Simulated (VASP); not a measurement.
Here is a VASP 6.6.1 calculation.

File INCAR:

```
ALGO     = Normal         # electronic algorithm
EDIFF    = 1E-7           # SCF threshold, eV
EDIFFG   = -0.08          # ionic threshold
ENCUT    = 500            # plane-wave cutoff, eV
GGA      = PE             # functional
GGA_COMPAT= F            
IBRION   = 2              # ionic algorithm
ISIF     = 3              # what is computed and relaxed
ISMEAR   = 0              # smearing method
LASPH    = T              # aspherical terms in the spheres
LCHARG   = F              # write CHGCAR
LMAXMIX  = 6              # l up to which the mixer works
LREAL    = F              # projectors in reciprocal space
LWAVE    = F              # write WAVECAR
NELM     = 200            # most SCF steps
NELMIN   = 4            
NSW      = 36             # ionic steps
PREC     = Accurate       # precision mode
SIGMA    = 0.2            # smearing width, eV
```

Contents of KPOINTS:

```
k-points
0
Gamma
  4 4 2
```

The input POSCAR:

```
NdTl2P3
1.0
    4.8980147600      0.0000000000      0.0000000000
   -2.4490073800      4.2418052100      0.0000000000
    0.0000000000      0.0000000000      8.8136671600
Nd Tl P
1 2 3
Direct
    0.0000000000      0.0000000000      0.5000000000
    0.0000000000      0.0000000000      0.8588804600
    0.0000000000      0.0000000000      0.1411195400
    0.5988762100      0.0000000000      0.5000000000
    0.0000000000      0.5988762100      0.5000000000
    0.4011237900      0.4011237900      0.5000000000
```

Potentials or basis: VASP PAW PBE potentials, release 64 (Nd_3, Tl_d, P), 4f in core.

Run with:

```bash
$ cat potpaw_PBE.64/Nd_3/POTCAR potpaw_PBE.64/Tl_d/POTCAR potpaw_PBE.64/P/POTCAR > POTCAR
$ mpirun -np 1 vasp_std > vasp.out
```

Task: Predict the relaxed cell.

Result: a = 5.545 Å, b = 5.545 Å, c = 9.374 Å, α = 90.00°, β = 90.00°, γ = 120.00°.

Task: Estimate the space group after relaxing (to 0.1 Å).

Result: P6/mmm (No. 191).

The path:
| step | energy change (eV) | largest force (eV/Å) | pressure (GPa) | volume (Å³) |
| --- | --- | --- | --- | --- |
| 1 | 0.0000 | 15.7860 | 30.68 | 183.12 |
| 2 | -10.1405 | 0.2916 | -3.92 | 378.55 |
| 3 | -13.6003 | 1.3749 | -2.02 | 268.05 |
| 4 | -13.6593 | 1.4579 | -1.64 | 263.60 |
| 5 | -13.7073 | 1.6748 | -0.59 | 252.90 |
| 6 | -13.7096 | 1.6423 | -0.76 | 254.43 |
| 7 | -14.0042 | 0.6293 | -0.27 | 249.73 |
| 8 | -14.0527 | 0.2143 | 0.26 | 246.55 |
| 9 | -14.0665 | 0.1075 | 0.00 | 248.63 |
| 10 | -14.0680 | 0.0570 | -0.11 | 249.58 |

Caveat: the k points lie up to 0.34 Å⁻¹ apart in the final cell, too coarse for converged energies and pressures of a metal; the volume moved by over 15 % at a fixed basis, so the end points are rough; spin-orbit coupling is left out, which moves the levels of the heavy elements; the 4f electrons are frozen in the core, so they carry no moment and show no levels; the relaxation stopped at a loose force limit of 0.08 eV/Å, so its end isn't a converged minimum. Spin polarisation is off, so any magnetic state and its effect on volume and gap are missing.
